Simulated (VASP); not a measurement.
# Cd2P (Fm-3m) in VASP: further runs

Runs on Cd2P. Level: PBE. Tasks: single point, relaxation of cell and atoms.

All numbers are computed with VASP 6.6.1; they aren't measurements. Logs are shortened: lines on timing, memory, paths and dates and some standing lists are left out, and cuts for length are marked.

## 1. The cell of the first run

The structure is cubic, space group Fm-3m (No. 225). The conventional cell has a = 6.562 Å, b = 6.562 Å, c = 6.562 Å, α = 90.00°, β = 90.00°, γ = 90.00°. Cd (site symmetry -43m) has 4 P at 2.84 Å and 6 Cd at 3.28 Å within 3.7 Å. Within 3.7 Å of P (site symmetry m-3m) lie 8 Cd at 2.84 Å.

## 2. Single point, PBE

File INCAR:

```
PREC = Accurate
ENCUT = 520
EDIFF = 1E-6
ISMEAR = 0
SIGMA = 0.1
LREAL = False
LASPH = True
NELM = 100
ALGO = Normal
ISIF = 2
LWAVE = False
LCHARG = True
GGA = PE
LELF = True
LVHAR = True
NBANDS = 22
```

File KPOINTS:

```
Automatic mesh
0
Gamma
  12 12 12
```

File POSCAR:

```
Cd2P
1.0
    0.0000000000      3.2812320632      3.2812320632
    3.2812320632      0.0000000000      3.2812320632
    3.2812320632      3.2812320632      0.0000000000
Cd P
2 1
Direct
    0.2500000000      0.2500000000      0.2500000000
    0.7500000000      0.7500000000      0.7500000000
    0.5000000000      0.5000000000      0.5000000000
```

Potentials or basis: VASP PAW PBE potentials, release 64 (Cd, P).

On the command line:

```bash
$ cat potpaw_PBE.64/Cd/POTCAR potpaw_PBE.64/P/POTCAR > POTCAR
$ mpirun -np 1 vasp_std > vasp.out
```

OUTCAR:

```text
PREC = Accurate
   ENCUT = 520
   EDIFF = 1E-6
   ISMEAR = 0
   LREAL = False
   LASPH = True
   NELM = 100
   ISIF = 2
   GGA = PE

 ion  position               nearest neighbor table
   1  0.250  0.250  0.250-   3 2.84   3 2.84   3 2.84   3 2.84   2 3.28   2 3.28   2 3.28   2 3.28
                             2 3.28   2 3.28
   2  0.750  0.750  0.750-   3 2.84   3 2.84   3 2.84   3 2.84   1 3.28   1 3.28   1 3.28   1 3.28
                             1 3.28   1 3.28
   3  0.500  0.500  0.500-   1 2.84   1 2.84   1 2.84   2 2.84   2 2.84   2 2.84   2 2.84   1 2.84

  LATTYP: Found a face centered cubic cell.
 ALAT       =     6.5624641264

  Lattice vectors:

 A1 = (   0.0000000000,   3.2812320632,   3.2812320632)
 A2 = (   3.2812320632,   0.0000000000,   3.2812320632)
 A3 = (   3.2812320632,   3.2812320632,   0.0000000000)

Analysis of symmetry for initial positions (statically):
=====================================================================
 Subroutine PRICEL returns:
 Original cell was already a primitive cell.

 Routine SETGRP: Setting up the symmetry group for a
 face centered cubic supercell.

 Subroutine GETGRP returns: Found 48 space group operations
 (whereof 48 operations were pure point group operations)
 out of a pool of 48 trial point group operations.

The static configuration has the point symmetry O_h .

Analysis of symmetry for dynamics (positions and initial velocities):
=====================================================================
 Subroutine PRICEL returns:
 Original cell was already a primitive cell.

 Routine SETGRP: Setting up the symmetry group for a
 face centered cubic supercell.

 Subroutine GETGRP returns: Found 48 space group operations
 (whereof 48 operations were pure point group operations)
 out of a pool of 48 trial point group operations.

The dynamic configuration has the point symmetry O_h .

 Subroutine INISYM returns: Found 48 space group operations
 (whereof 48 operations are pure point group operations),
 and found     1 'primitive' translations

----------------------------------------------------------------------------------------

                                     Primitive cell

  volume of cell :      70.6547

  direct lattice vectors                    reciprocal lattice vectors
     0.000000000  3.281232063  3.281232063    -0.152381785  0.152381785  0.152381785
     3.281232063  0.000000000  3.281232063     0.152381785 -0.152381785  0.152381785
     3.281232063  3.281232063  0.000000000     0.152381785  0.152381785 -0.152381785

  length of vectors
     4.640362885  4.640362885  4.640362885     0.263932994  0.263932994  0.263932994

  position of ions in fractional coordinates (direct lattice)
     0.250000000  0.250000000  0.250000000
     0.750000000  0.750000000  0.750000000
     0.500000000  0.500000000  0.500000000

  ion indices of the primitive-cell ions
   primitive index   ion index
                 1           1
                 2           2
                 3           3

----------------------------------------------------------------------------------------

 KPOINTS: Automatic mesh

Automatic generation of k-mesh.
 Grid dimensions read from file:
 generate k-points for:   12   12   12

 Generating k-lattice:

  Cartesian coordinates                     Fractional coordinates (reciprocal lattice)
    -0.012698482  0.012698482  0.012698482     0.083333333  0.000000000  0.000000000
     0.012698482 -0.012698482  0.012698482     0.000000000  0.083333333  0.000000000
     0.012698482  0.012698482 -0.012698482     0.000000000  0.000000000  0.083333333

  Length of vectors
     0.021994416  0.021994416  0.021994416

  Shift w.r.t. Gamma in fractional coordinates (k-lattice)
     0.000000000  0.000000000  0.000000000

 Subroutine IBZKPT returns following result:
 ===========================================

 Found     72 irreducible k-points:

 Following reciprocal coordinates:
            Coordinates               Weight
  0.000000  0.000000  0.000000      1.000000
  0.083333  0.000000  0.000000      8.000000
  0.166667  0.000000  0.000000      8.000000
  0.250000  0.000000  0.000000      8.000000
  0.333333  0.000000  0.000000      8.000000
  0.416667  0.000000  0.000000      8.000000
[... 16 lines left out ...]
  0.500000  0.166667  0.000000     24.000000
 -0.416667  0.166667  0.000000     24.000000
 [... further k-points ...]
   k-points           NKPTS =     72   k-points in BZ     NKDIM =     72   number of bands    NBANDS=     22
   number of dos      NEDOS =    301   number of ions     NIONS =      3
   total plane-waves  NPLWV =  46656
   dimension x,y,z NGX =    36 NGY =   36 NGZ =   36
   dimension x,y,z NGXF=    72 NGYF=   72 NGZF=   72
   ions per type =               2   1
   NGX,Y,Z   is equivalent  to a cutoff of  12.90, 12.90, 12.90 a.u.
   NGXF,Y,Z  is equivalent  to a cutoff of  25.79, 25.79, 25.79 a.u.
 SYSTEM =  unknown system
   PREC   = accura    normal or accurate (medium, high low for compatibility)
   ISTART =      0    job   : 0-new  1-cont  2-samecut
   ICHARG =      2    charge: 1-file 2-atom 10-const
   ISPIN  =      1    spin polarized calculation?
   LNONCOLLINEAR =      F non collinear calculations
   LSORBIT =      F    spin-orbit coupling
   LASPH  =      T    aspherical Exc in radial PAW
   ENCUT  =  520.0 eV  38.22 Ry    6.18 a.u.   8.63  8.63  8.63*2*pi/ulx,y,z
   NELM   =    100;   NELMIN=  2; NELMDL= -5     # of ELM steps
   EDIFF  = 0.1E-05   stopping-criterion for ELM
   LREAL  =      F    real-space projection
   EDIFFG = 0.1E-04   stopping-criterion for IOM
   NSW    =      0    number of steps for IOM
   IBRION =     -1    ionic relax: 0-MD 1-quasi-New 2-CG
   NFREE  =      0    steps in history (QN), initial steepest desc. (CG)
   ISIF   =      2    stress and relaxation
   ISYM   =      2    0-nonsym 1-usesym 2-fastsym
   POTIM  = 0.5000    time-step for ionic-motion
   TEBEG  =    0.0;   TEEND  =   0.0 temperature during run
   PSTRESS=    0.0 pullay stress
   NELECT =      29.0000    total number of electrons
   NUPDOWN=      -1.0000    fix difference up-down
   EMIN   =  10.00;   EMAX   =-10.00  energy-range for DOS
   EFERMI =   0.00;   METHOD = LEGACY
   ISMEAR =     0;   SIGMA  =   0.10  broadening in eV -4-tet -1-fermi 0-gaus
   EFERMI_NEDOS =   21; number of points for ismear=-14 and -15
   IALGO  =     38    algorithm
   IMIX   =      4    mixing-type and parameters
     AMIX     =   0.40;   BMIX     =  1.00
     AMIX_MAG =   1.60;   BMIX_MAG =  1.00
  volume/ion in A,a.u.               =      23.55       158.93
  Fermi-wavevector in a.u.,A,eV,Ry     =   1.216636  2.299108 20.139376  1.480202
  Thomas-Fermi vector in A             =   2.351983
   LORBIT       =      0    0 simple, 1 ext, 2 COOP (PROOUT), +10 PAW based schemes
   GGA     = PE    functional components
   LHFCALC =     F    Hartree Fock is set to
   AEXX    =    0.0000 exact exchange contribution
   IVDW    =     0    specifies the selected vdW correction
   LEPSILON=     F    determine dielectric tensor
   LRPA    =     F    only Hartree local field effects (RPA)
 non-spin polarized calculation
 Gauss-broadening in eV      SIGMA  =   0.10
  energy-cutoff  :      520.00
  volume of cell :       70.65
 maximum number of plane-waves:      1932
   NGX = 17   NGY = 17   NGZ = 17

 number of electron      29.0000010 magnetization

 Free energy of the ion-electron system (eV)
  ---------------------------------------------------
  ext. energy  EPLUGINS =         0.00000000
  ---------------------------------------------------
  free energy    TOTEN  =        -6.49333182 eV

  energy without entropy =       -6.48415129  energy(sigma->0) =       -6.48874156

 E-fermi :   3.2509     XC(G=0):  -9.9339

 val. band max:        3.2425269435   @ k =  -0.3333   0.3333   0.0000
 cond. band min:       3.2717139796   @ k =   0.3333   0.1667   0.0833
 fundamental gap:      0.0291870361
 Fermi energy:         3.2508858801

 k-point     1 :       0.0000    0.0000    0.0000
  band No.  band energies     occupation
      1      -8.3282      2.00000
      2      -6.1542      2.00000
      3      -6.1542      2.00000
      4      -6.1488      2.00000
      5      -6.1488      2.00000
      6      -6.1488      2.00000
[... 14 lines left out ...]
     21      10.4139      0.00000
     22      10.4139      0.00000

 k-point     2 :       0.0833    0.0000    0.0000
  band No.  band energies     occupation
      1      -8.2975      2.00000
      2      -6.1534      2.00000
      3      -6.1534      2.00000
      4      -6.1214      2.00000
      5      -6.1214      2.00000
      6      -6.1199      2.00000
[... 14 lines left out ...]
     21       9.7629      0.00000
     22      10.2121      0.00000

 k-point     3 :       0.1667    0.0000    0.0000
  band No.  band energies     occupation
      1      -8.2142      2.00000
      2      -6.1262      2.00000
      3      -6.1262      2.00000
      4      -6.0660      2.00000
      5      -6.0660      2.00000
      6      -6.0285      2.00000
[... 14 lines left out ...]
     21       9.2186      0.00000
     22      10.1736      0.00000

 k-point     4 :       0.2500    0.0000    0.0000
  band No.  band energies     occupation
      1      -8.1021      2.00000
      2      -6.0722      2.00000
      3      -6.0722      2.00000
      4      -5.9892      2.00000
      5      -5.9892      2.00000
      6      -5.8710      2.00000
[... 14 lines left out ...]
     21       9.0623      0.00000
     22      11.1164      0.00000

 k-point     5 :       0.3333    0.0000    0.0000
  band No.  band energies     occupation
      1      -7.9938      2.00000
      2      -5.9973      2.00000
      3      -5.9973      2.00000
      4      -5.8969      2.00000
      5      -5.8969      2.00000
      6      -5.7103      2.00000
[... 417 lines left out ...]
 k-point    22 :       0.4167    0.1667    0.0000
  band No.  band energies     occupation
      1      -7.9223      2.00000
      2      -6.0031      2.00000
      3      -5.9487      2.00000
      4      -5.8231      2.00000
      5      -5.7985      2.00000
      6      -5.6893      2.00000
[... 14 lines left out ...]
     21      11.0896      0.00000
     22      11.8929      0.00000

 k-point    23 :       0.5000    0.1667    0.0000
  band No.  band energies     occupation
      1      -7.8729      2.00000
      2      -5.9201      2.00000
      3      -5.8846      2.00000
      4      -5.7834      2.00000
      5      -5.7684      2.00000
      6      -5.7279      2.00000
[... 14 lines left out ...]
     21      10.8818      0.00000
     22      11.4591      0.00000

 k-point    24 :      -0.4167    0.1667    0.0000
  band No.  band energies     occupation
      1      -7.8657      2.00000
      2      -5.9097      2.00000
      3      -5.8748      2.00000
      4      -5.7802      2.00000
      5      -5.7717      2.00000
      6      -5.7302      2.00000
[... 14 lines left out ...]
     21       9.7545      0.00000
     22      12.0541      0.00000

 [... further k-points ...]

------------------------ aborting loop because EDIFF is reached ----------------------------------------

  FORCE on cell =-STRESS in cart. coord.  units (eV):
  Direction    XX          YY          ZZ          XY          YZ          ZX
  --------------------------------------------------------------------------------------
  -------------------------------------------------------------------------------------
  Total        0.1159601      0.1159601      0.1159601      0.0000000      0.0000000     -0.0000000
  in kB        2.6295319      2.6295319      2.6295319      0.0000000      0.0000000     -0.0000000
  external PRESSURE =       2.6295319 kB  Pullay stress =       0.0000000 kB

 VOLUME and BASIS-vectors are now :
 -----------------------------------------------------------------------------
  energy-cutoff  :      520.00
  volume of cell :       70.65
      direct lattice vectors                 reciprocal lattice vectors
     0.000000000  3.281232063  3.281232063    -0.152381785  0.152381785  0.152381785
     3.281232063  0.000000000  3.281232063     0.152381785 -0.152381785  0.152381785
     3.281232063  3.281232063  0.000000000     0.152381785  0.152381785 -0.152381785

 POSITION                                       TOTAL-FORCE (eV/Angst)
 -----------------------------------------------------------------------------------
      1.64062      1.64062      1.64062         0.000000     -0.000000     -0.000000
      4.92185      4.92185      4.92185         0.000000      0.000000      0.000000
      3.28123      3.28123      3.28123        -0.000000     -0.000000      0.000000
 -----------------------------------------------------------------------------------
    total drift:                                0.000000      0.000000      0.000000

  FREE ENERGIE OF THE ION-ELECTRON SYSTEM (eV)
  ---------------------------------------------------
  free  energy   TOTEN  =        -6.4933318230 eV

  energy  without entropy=       -6.4841512893  energy(sigma->0) =       -6.48874156
```

It took 55 s on 1 thread of AMD EPYC 9R45 (Zen 5), shared host; peak memory 0.23 GiB.

Results:

| Item | Value |
| --- | --- |
| Free energy | -6.4933 eV |
| Pressure | 0.3 GPa |

## 3. Relaxation of cell and atoms, PBE

This run uses another cell than the first one, of 23.34 Å³/atom, 0.991 times its volume.

File INCAR:

```
SYSTEM = Cd2P
PREC = Accurate ; ENCUT = 600
EDIFF = 1E-6 ; ISMEAR = 0
SIGMA = 0.1 ; LREAL = .FALSE.
LASPH = .TRUE. ; NELM = 100
ALGO = Normal ; ISIF = 3
LWAVE = .FALSE. ; LCHARG = .FALSE.
GGA = PE ; IBRION = 2
NSW = 100 ; EDIFFG = -0.01
```

File KPOINTS:

```
Automatic mesh
0
G
  12 12 12
  0 0 0
```

File POSCAR:

```
Cd2P
1.0
    0.0000000000      3.2711769329      3.2711769329
    3.2711769329      0.0000000000      3.2711769329
    3.2711769329      3.2711769329      0.0000000000
Cd P
2 1
Direct
    0.2500000000      0.2500000000      0.2500000000
    0.7500000000      0.7500000000      0.7500000000
    0.5000000000      0.5000000000      0.5000000000
```

Potentials or basis: VASP PAW PBE potentials, release 64 (Cd, P).

On the command line:

```bash
$ cat potpaw_PBE.64/Cd/POTCAR potpaw_PBE.64/P/POTCAR > POTCAR
$ mpirun -np 1 vasp_std > vasp.out
```

Wall time 1.8 min (1 thread of AMD EPYC 9R45 (Zen 5), shared host); peak memory 0.28 GiB.

Results (log left out):

- Free energy: -6.4927 eV
- Relaxed volume: 23.67 Å³/atom
- Relaxed cell: a = 4.648 Å, b = 4.648 Å, c = 4.648 Å, α = 60.00°, β = 60.00°, γ = 60.00°
- Space group after relaxing (to 0.05 Å): Fm-3m (No. 225)
- Energy gained by relaxing: 0.6 meV/atom
- Ionic steps: 2
- Pressure after relaxing: 0.0 GPa

The path:
```
step  energy change (eV)  largest force (eV/Å)  pressure (GPa)  volume (Å³)
   1              0.0000                0.0000            0.67        70.01
   2             -0.0019                0.0000           -0.04        71.01
```

Final structure:
```
Cd P
1.0
     0.00000    3.28667    3.28667
     3.28667    0.00000    3.28667
     3.28667    3.28667    0.00000
Cd P
2 1
Direct
  0.25000 0.25000 0.25000
  0.75000 0.75000 0.75000
  0.50000 0.50000 0.50000
```

Levels at points of the mesh, in eV from the Fermi level:
| k point | band 11 | band 12 | band 13 | band 14 | band 15 | band 16 | band 17 | band 18 |
| --- | --- | --- | --- | --- | --- | --- | --- | --- |
| (0.00, 0.00, 0.00) | -8.40 | -2.26 | -1.06 | -1.06 | -1.06 | 1.78 | 1.78 | 1.78 |
| (0.50, 0.00, 0.00) | -8.30 | -6.05 | -1.84 | -1.84 | -1.63 | 2.66 | 2.66 | 4.13 |
| (0.50, 0.50, 0.00) | -8.33 | -5.44 | -3.27 | -3.27 | -1.00 | 0.21 | 4.34 | 6.16 |

## 4. Single point, PBE

This run uses another cell than the first one, of 23.34 Å³/atom, 0.991 times its volume.

File INCAR:

```
SYSTEM = Cd2P
PREC = Accurate ; ENCUT = 520
EDIFF = 1E-6 ; ISMEAR = 0
SIGMA = 0.1 ; LREAL = .False.
LASPH = .True. ; NELM = 100
ALGO = Normal ; ISIF = 2
LWAVE = .False. ; LCHARG = .True.
GGA = PE ; LELF = .True.
LVHAR = .True. ; NBANDS = 22
```

File KPOINTS:

```
regular mesh
0
Gamma
  4 4 4
  0 0 0
```

POSCAR is that of step 3.

On the command line:

```bash
$ cat potpaw_PBE.64/Cd/POTCAR potpaw_PBE.64/P/POTCAR > POTCAR
$ mpirun -np 1 vasp_std > vasp.out
```

It took 10 s on 1 thread of AMD EPYC 9R45 (Zen 5), shared host; peak memory 0.17 GiB.

The run converged. Its results:

```yaml
Free_energy: -6.5716 eV
Pressure: 0.4 GPa
```

Levels at points of the mesh, in eV from the Fermi level:
```csv
k point,band 11,band 12,band 13,band 14,band 15,band 16,band 17,band 18,band 19,band 20
"(0.00, 0.00, 0.00)",-8.31,-2.16,-1.01,-1.01,-1.01,1.84,1.84,1.84,3.31,7.27
"(0.50, 0.00, 0.00)",-8.22,-6.07,-1.80,-1.80,-1.54,2.73,2.73,4.25,4.71,7.80
"(0.50, 0.50, 0.00)",-8.26,-5.41,-3.27,-3.27,-0.91,0.27,4.48,6.29,6.29,7.78
```

Caveat: the k points lie up to 0.42 Å⁻¹ apart.

## 5. Relaxation of cell and atoms, PBE

This run uses another cell than the first one, of 26.49 Å³/atom, 1.125 times its volume.

File INCAR:

```
PREC = Accurate
ENCUT = 600
EDIFF = 1E-6
ISMEAR = 0
SIGMA = 0.1
LREAL = False
LASPH = True
NELM = 100
ALGO = Normal
ISIF = 3
LWAVE = False
LCHARG = False
GGA = PE
IBRION = 2
NSW = 90
EDIFFG = -0.04
```

File KPOINTS:

```
Automatic mesh
0
Gamma
  4 4 4
```

File POSCAR:

```
Cd2P
1.0
    0.0000000000      3.4123710400      3.4123710400
    3.4123710400      0.0000000000      3.4123710400
    3.4123710400      3.4123710400      0.0000000000
Cd P
2 1
Direct
    0.2500000000      0.2500000000      0.2500000000
    0.7500000000      0.7500000000      0.7500000000
    0.5000000000      0.5000000000      0.5000000000
```

On the command line:

```bash
$ cat potpaw_PBE.64/Cd/POTCAR potpaw_PBE.64/P/POTCAR > POTCAR
$ mpirun -np 1 vasp_std > vasp.out
```

Run time: 27 s. Hardware: 1 thread of AMD EPYC 9R45 (Zen 5), shared host; peak memory 0.21 GiB.

It converged, with:

- Free energy: -6.5755 eV
- Relaxed volume: 23.51 Å³/atom
- Relaxed cell: a = 4.637 Å, b = 4.637 Å, c = 4.637 Å, α = 60.00°, β = 60.00°, γ = 60.00°
- Space group after relaxing (to 0.05 Å): Fm-3m (No. 225)
- Energy gained by relaxing: 49.2 meV/atom
- Ionic steps: 3
- Pressure after relaxing: 0.0 GPa

The path:
| step | energy change (eV) | largest force (eV/Å) | pressure (GPa) | volume (Å³) |
| --- | --- | --- | --- | --- |
| 1 | 0.0000 | 0.0000 | -4.67 | 79.47 |
| 2 | -0.1471 | 0.0000 | -0.30 | 70.91 |
| 3 | -0.1475 | 0.0000 | -0.02 | 70.52 |

Final structure:
```cif
data_structure
_symmetry_space_group_name_H-M 'P 1'
_symmetry_Int_Tables_number 1
_cell_length_a 4.6374
_cell_length_b 4.6374
_cell_length_c 4.6374
_cell_angle_alpha 60.000
_cell_angle_beta 60.000
_cell_angle_gamma 60.000
_cell_volume 70.52
loop_
_atom_site_label
_atom_site_type_symbol
_atom_site_fract_x
_atom_site_fract_y
_atom_site_fract_z
_atom_site_occupancy
Cd1 Cd 0.25000 0.25000 0.25000 1
Cd2 Cd 0.75000 0.75000 0.75000 1
P1 P 0.50000 0.50000 0.50000 1
```

Levels at points of the mesh, in eV from the Fermi level:
```csv
k point,band 13,band 14,band 15,band 16,band 17,band 18
"(0.00, 0.00, 0.00)",-1.01,-1.01,-1.01,1.85,1.85,1.85
"(0.50, 0.00, 0.00)",-1.79,-1.79,-1.54,2.74,2.74,4.22
"(0.50, 0.50, 0.00)",-3.24,-3.24,-0.91,0.28,4.44,6.26
```

Caveat: the k points lie up to 0.41 Å⁻¹ apart in the final cell.

## 6. Summary

| task | cell | k mesh | cutoff (eV) | gap on the mesh (eV) | pressure (GPa) | relaxed volume (Å³/atom) |
| --- | --- | --- | --- | --- | --- | --- |
| single point | a = 4.640 Å, angles 60.0°, 3 atoms | 12 × 12 × 12 | 520 | none | 0.3 | - |
| relaxation of cell and atoms | relaxed from a = 4.626 Å, angles 60.0°, 3 atoms | 12 × 12 × 12 | 600 | none | 0.0 | 23.67 |
| single point | a = 4.626 Å, angles 60.0°, 3 atoms | 4 × 4 × 4 | 520 | none | 0.4 | - |
| relaxation of cell and atoms | relaxed from a = 4.826 Å, angles 60.0°, 3 atoms | 4 × 4 × 4 | 600 | none | 0.0 | 23.51 |

Alike in all rows: level PBE; potentials or basis VASP PAW PBE potentials, release 64 (Cd, P); no spin polarisation; smearing gaussian 0.1 eV.

Caveats: some runs use coarse meshes.

Total energies depend on the potentials used, so only differences within one code and one set of settings carry meaning.
